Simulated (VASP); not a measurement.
# SiPb (wurtzite type) (P6_3mc) in VASP: notebook, part 2 of 2

VASP 6.6.1. Earlier steps stand in the parts before.

## 3. Single point, PBE

This run uses another cell than the first one, of 30.91 Å³/atom, 0.926 times its volume.

The input, INCAR:

```
PREC     = Accurate       # precision mode
ENCUT    = 520            # plane-wave cutoff, eV
EDIFF    = 1E-6           # SCF threshold, eV
ISMEAR   = -1             # smearing method
SIGMA    = 0.03           # smearing width, eV
LREAL    = F              # projectors in reciprocal space
LASPH    = T              # aspherical terms in the spheres
NELM     = 60             # most SCF steps
ALGO     = Normal         # electronic algorithm
ISIF     = 2              # what is computed and relaxed
LWAVE    = F              # write WAVECAR
LCHARG   = F              # write CHGCAR
GGA      = PE             # functional
NBANDS   = 26             # bands
```

The input, KPOINTS:

```
Automatic mesh
0
Gamma
  10 10 6
```

The input, POSCAR:

```
SiPb
1.0
    4.4288180451      0.0000000000      0.0000000000
   -2.2144090226      3.8354689358      0.0000000000
    0.0000000000      0.0000000000      7.2784088165
Pb Si
2 2
Direct
    0.3333333333      0.6666666667      0.0004710135
    0.6666666667      0.3333333333      0.5004710135
    0.3333333333      0.6666666667      0.3755289865
    0.6666666667      0.3333333333      0.8755289865
```

Potentials or basis: VASP PAW PBE potentials, release 64 (Pb_d, Si).

Command:

```
$ cat potpaw_PBE.64/Pb_d/POTCAR potpaw_PBE.64/Si/POTCAR > POTCAR
$ mpirun -np 1 vasp_std > vasp.out
```

OUTCAR:

```text
PREC = Accurate
   ENCUT = 520
   EDIFF = 1E-6
   ISMEAR = -1
   LREAL = F
   LASPH = T
   NELM = 60
   ISIF = 2
   GGA = PE

 ion  position               nearest neighbor table
   1  0.333  0.667  0.000-   4 2.71   4 2.71   4 2.71   3 2.73
   2  0.667  0.333  0.500-   3 2.71   3 2.71   3 2.71   4 2.73
   3  0.333  0.667  0.376-   2 2.71   2 2.71   2 2.71   1 2.73
   4  0.667  0.333  0.876-   1 2.71   1 2.71   1 2.71   2 2.73

  LATTYP: Found a hexagonal cell.
 ALAT       =     4.4288180451
 C/A-ratio  =     1.6434201501

  Lattice vectors:

 A1 = (   4.4288180451,   0.0000000000,   0.0000000000)
 A2 = (  -2.2144090226,   3.8354689358,   0.0000000000)
 A3 = (   0.0000000000,   0.0000000000,   7.2784088165)

Analysis of symmetry for initial positions (statically):
=====================================================================
 Subroutine PRICEL returns:
 Original cell was already a primitive cell.

 Routine SETGRP: Setting up the symmetry group for a
 hexagonal supercell.

 Subroutine GETGRP returns: Found 12 space group operations
 (whereof  6 operations were pure point group operations)
 out of a pool of 24 trial point group operations.

The static configuration has the point symmetry C_3v.
 The point group associated with its full space group is C_6v.

Analysis of symmetry for dynamics (positions and initial velocities):
=====================================================================
 Subroutine PRICEL returns:
 Original cell was already a primitive cell.

 Routine SETGRP: Setting up the symmetry group for a
 hexagonal supercell.

 Subroutine GETGRP returns: Found 12 space group operations
 (whereof  6 operations were pure point group operations)
 out of a pool of 24 trial point group operations.

The dynamic configuration has the point symmetry C_3v.
 The point group associated with its full space group is C_6v.

[... 112 lines left out ...]
   PSTRESS=    0.0 pullay stress
   NELECT =      36.0000    total number of electrons
   NUPDOWN=      -1.0000    fix difference up-down
   EMIN   =  10.00;   EMAX   =-10.00  energy-range for DOS
   EFERMI =   0.00;   METHOD = LEGACY
   ISMEAR =    -1;   SIGMA  =   0.03  broadening in eV -4-tet -1-fermi 0-gaus
   EFERMI_NEDOS =   21; number of points for ismear=-14 and -15
   IALGO  =     38    algorithm
   IMIX   =      4    mixing-type and parameters
     AMIX     =   0.40;   BMIX     =  1.00
     AMIX_MAG =   1.60;   BMIX_MAG =  1.00
  volume/ion in A,a.u.               =      30.91       208.58
  Fermi-wavevector in a.u.,A,eV,Ry     =   1.085079  2.050502 16.019455  1.177397
  Thomas-Fermi vector in A             =   2.221184
   LORBIT       =      0    0 simple, 1 ext, 2 COOP (PROOUT), +10 PAW based schemes
   GGA     = PE    functional components
   LHFCALC =     F    Hartree Fock is set to
   AEXX    =    0.0000 exact exchange contribution
   IVDW    =     0    specifies the selected vdW correction
   LEPSILON=     F    determine dielectric tensor
   LRPA    =     F    only Hartree local field effects (RPA)
 non-spin polarized calculation
  energy-cutoff  :      520.00
  volume of cell :      123.64
 maximum number of plane-waves:      3357
 NGX is ok and might be reduce to    36
   NGX = 17   NGY = 17   NGZ = 27

 number of electron      35.9999997 magnetization

 Free energy of the ion-electron system (eV)
  ---------------------------------------------------
  ext. energy  EPLUGINS =         0.00000000
  ---------------------------------------------------
  free energy    TOTEN  =       -16.08927508 eV

  energy without entropy =      -16.08835973  energy(sigma->0) =      -16.08881740

 E-fermi :   4.8394     XC(G=0):  -8.7377

 val. band max:        4.8304615386   @ k =   0.0000   0.0000   0.0000
 cond. band min:       4.8474615467   @ k =   0.0000   0.0000   0.1667
 fundamental gap:      0.0170000081
 Fermi energy:         4.8394029691

 k-point     1 :       0.0000    0.0000    0.0000
  band No.  band energies     occupation
      1     -12.1276      2.00000
      2     -12.1144      2.00000
      3     -12.1123      2.00000
      4     -12.1123      2.00000
      5     -12.1020      2.00000
      6     -12.1020      2.00000
[... 685 lines left out ...]
     25      11.4967      0.00000
     26      11.6228      0.00000

 [... further k-points ...]
[... 5 lines left out ...]
  --------------------------------------------------------------------------------------
  -------------------------------------------------------------------------------------
  Total       -0.0361992     -0.0361992     -0.0430800      0.0000000     -0.0000000     -0.0000000
  in kB       -0.4691019     -0.4691019     -0.5582690      0.0000000     -0.0000000     -0.0000000
  external PRESSURE =      -0.4988243 kB  Pullay stress =       0.0000000 kB

 VOLUME and BASIS-vectors are now :
 -----------------------------------------------------------------------------
  energy-cutoff  :      520.00
  volume of cell :      123.64
      direct lattice vectors                 reciprocal lattice vectors
     4.428818045  0.000000000  0.000000000     0.225793878  0.130362156  0.000000000
    -2.214409023  3.835468936  0.000000000     0.000000000  0.260724312  0.000000000
     0.000000000  0.000000000  7.278408816     0.000000000  0.000000000  0.137392667

 POSITION                                       TOTAL-FORCE (eV/Angst)
 -----------------------------------------------------------------------------------
     -0.00000      2.55698      0.00343         0.000000      0.000000     -0.002888
      2.21441      1.27849      3.64263        -0.000000     -0.000000     -0.002888
     -0.00000      2.55698      2.73325        -0.000000      0.000000      0.002888
      2.21441      1.27849      6.37246         0.000000      0.000000      0.002888
 -----------------------------------------------------------------------------------
    total drift:                               -0.000000      0.000000     -0.000276

  FREE ENERGIE OF THE ION-ELECTRON SYSTEM (eV)
  ---------------------------------------------------
  free  energy   TOTEN  =       -16.0892750767 eV

  energy  without entropy=      -16.0883597297  energy(sigma->0) =      -16.08881740
```

OSZICAR:

```text
N       E                     dE             d eps       ncg     rms          rms(c)
DAV:   1     0.340063851881E+03    0.34006E+03   -0.16559E+04  2912   0.139E+03
DAV:   2     0.111229443267E+02   -0.32894E+03   -0.31991E+03  2972   0.367E+02
DAV:   3    -0.153522233327E+02   -0.26475E+02   -0.26103E+02  3830   0.127E+02
DAV:   4    -0.162722197619E+02   -0.92000E+00   -0.91813E+00  3520   0.279E+01
DAV:   5    -0.163179733382E+02   -0.45754E-01   -0.45749E-01  4122   0.592E+00    0.369E+00
DAV:   6    -0.161220251628E+02    0.19595E+00   -0.32185E-01  3902   0.487E+00    0.213E+00
DAV:   7    -0.160876418506E+02    0.34383E-01   -0.17669E-01  4228   0.282E+00    0.619E-01
DAV:   8    -0.160882213159E+02   -0.57947E-03   -0.23662E-02  3654   0.137E+00    0.914E-02
DAV:   9    -0.160888129887E+02   -0.59167E-03   -0.19064E-03  3498   0.419E-01    0.612E-02
DAV:  10    -0.160891920292E+02   -0.37904E-03   -0.41170E-04  3428   0.951E-02    0.184E-02
DAV:  11    -0.160892699703E+02   -0.77941E-04   -0.13913E-04  3364   0.768E-02    0.727E-03
DAV:  12    -0.160892735952E+02   -0.36249E-05   -0.65660E-06  3126   0.149E-02    0.302E-03
DAV:  13    -0.160892749601E+02   -0.13649E-05   -0.15632E-06  2814   0.669E-03    0.130E-03
DAV:  14    -0.160892750767E+02   -0.11663E-06   -0.14625E-07  1778   0.348E-03
   1 F= -.16089275E+02 E0= -.16088817E+02  d E =-.915347E-03
```

Wall time 3.8 min (1 thread of Intel Xeon 8259CL, shared host); peak memory 0.33 GiB.

Results:

```yaml
Free_energy: -16.0893 eV
Pressure: 0.0 GPa
Band_gap_on_the_k_mesh: zero (band 18 reaches 4.85 eV, above the bottom of band 19 at 4.59 eV)
```

Forces in eV/Å, atoms in the order of the input:
```
Pb   0.000  0.000 -0.003
Pb   0.000  0.000 -0.003
Si   0.000  0.000  0.003
Si   0.000  0.000  0.003
```

Caveat: spin-orbit coupling is left out, which moves the levels of the heavy elements.
